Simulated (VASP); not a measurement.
Set up this calculation in VASP 6.6.1, as the native input.

```
Task                   : single point
Functional             : LDA
Potentials or basis    : VASP PAW LDA potentials, release 64 (C)
Cutoff                 : 520 eV
k mesh                 : 12 × 12 × 12
Occupations            : gaussian, width 0.05 eV
Spin                   : no spin polarisation
Dipole correction      : no
Further INCAR settings : ALGO = Normal; EDIFF = 1e-06; NBANDS = 11
```

The structure of C lies in POSCAR:

```
C
1.0
    1.2280263465      0.7090013417      3.5143613814
   -1.2280263465      0.7090013417      3.5143613814
    0.0000000000     -1.4180026834      3.5143613814
C
2
Direct
    0.1640000000      0.1640000000      0.1640000000
    0.8360000000      0.8360000000      0.8360000000
```

This cell differs from its parent crystal: strain +0.000 along x and y, +0.050 along z.

These files were run (other wordings do the same):

INCAR

```
SYSTEM = C
PREC = Accurate ; ENCUT = 520
EDIFF = 1E-6 ; ISMEAR = 0
SIGMA = 0.05 ; LREAL = .FALSE.
LASPH = .TRUE. ; NELM = 80
ALGO = Normal ; ISIF = 2
LWAVE = .FALSE. ; LCHARG = .FALSE.
GGA = CA ; NBANDS = 11
```

KPOINTS

```
Automatic mesh
0
G
  12 12 12
  0 0 0
```

Potentials or basis: VASP PAW LDA potentials, release 64 (C).

The run is started by

```bash
$ cat potpaw_LDA.64/C/POTCAR > POTCAR
$ mpirun -np 1 vasp_std > vasp.out
```

It gave:

```yaml
Pressure: -3.4 GPa
Largest_force: 0.955 eV/Å
Band_gap_on_the_k_mesh: 0.59 eV, direct
```

Caveat: the cell differs from its parent crystal (strain +0.000 along x and y, +0.050 along z).

It took 26 s on 1 thread of AMD EPYC 9R45 96-Core Processor (Zen 5), with other jobs on the host, peak memory 0.12 GiB.
